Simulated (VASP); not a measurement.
Input of a VASP 6.6.1 run:

The input INCAR:

```
PREC     = Accurate       # precision mode
ENCUT    = 520            # plane-wave cutoff, eV
EDIFF    = 1E-6           # SCF threshold, eV
ISMEAR   = 0              # smearing method
SIGMA    = 0.1            # smearing width, eV
LREAL    = F              # projectors in reciprocal space
LASPH    = T              # aspherical terms in the spheres
NELM     = 100            # most SCF steps
ALGO     = Normal         # electronic algorithm
ISIF     = 2              # what is computed and relaxed
LWAVE    = F              # write WAVECAR
LCHARG   = F              # write CHGCAR
GGA      = PE             # functional
NBANDS   = 16             # bands
```

The input KPOINTS:

```
Automatic mesh
0
Gamma
  6 6 6
```

File POSCAR:

```
InO
1.0
    2.7126445400      1.5661460600      3.8043843100
   -2.7126445400      1.5661460600      3.8043843100
    0.0000000000     -3.1322921100      3.8043843100
In O
1 1
Direct
    0.5000000000      0.5000000000      0.5000000000
    0.0000000000      0.0000000000      0.0000000000
```

Potentials or basis: VASP PAW PBE potentials, release 64 (In_d, O).

Run with:

```console
$ cat potpaw_PBE.64/In_d/POTCAR potpaw_PBE.64/O/POTCAR > POTCAR
$ mpirun -np 1 vasp_std > vasp.out
```

(1) Estimate the band gap on the k mesh.

(2) What does it give for the pressure?

## Answers

(1) zero (an odd number of electrons rules out a gap without spin polarisation).

(2) -4.6 GPa.

Caveat: the cell stands under tension; spin-orbit coupling is left out, which moves the levels of the heavy elements; an odd number of electrons without spin polarisation forces a metal; a magnetic or distorted state may lie lower.
